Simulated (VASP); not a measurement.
Input of a VASP 6.6.1 run:

The input INCAR:

```
SYSTEM = Al3Pd
PREC = Accurate ; ENCUT = 500
EDIFF = 1E-6 ; ISMEAR = -1
SIGMA = 0.05 ; LREAL = .False.
LASPH = .True. ; NELM = 120
ALGO = Normal ; ISIF = 2
LWAVE = .False. ; LCHARG = .False.
GGA = PE ; NBANDS = 18
GGA_COMPAT = .False.
```

The input KPOINTS:

```
Automatic mesh
0
Gamma
  6 6 6
  0 0 0
```

File POSCAR:

```
Al3Pd
1.0
    0.0000000000      3.1572775344      3.1572775344
    3.1572775344      0.0000000000      3.1572775344
    3.1572775344      3.1572775344      0.0000000000
Pd Al
1 3
Direct
    0.0000000000      0.0000000000      0.0000000000
    0.5000000000      0.5000000000      0.5000000000
    0.2500000000      0.2500000000      0.2500000000
    0.7500000000      0.7500000000      0.7500000000
```

Potentials or basis: VASP PAW PBE potentials, release 64 (Pd, Al).

Run with:

```console
$ cat potpaw_PBE.64/Pd/POTCAR potpaw_PBE.64/Al/POTCAR > POTCAR
$ mpirun -np 1 vasp_std > vasp.out
```

Question: What does it give for the pressure?

Answer: 0.0 GPa.

Question: Estimate the band gap on the k mesh.

Answer: Zero (an odd number of electrons rules out a gap without spin polarisation).
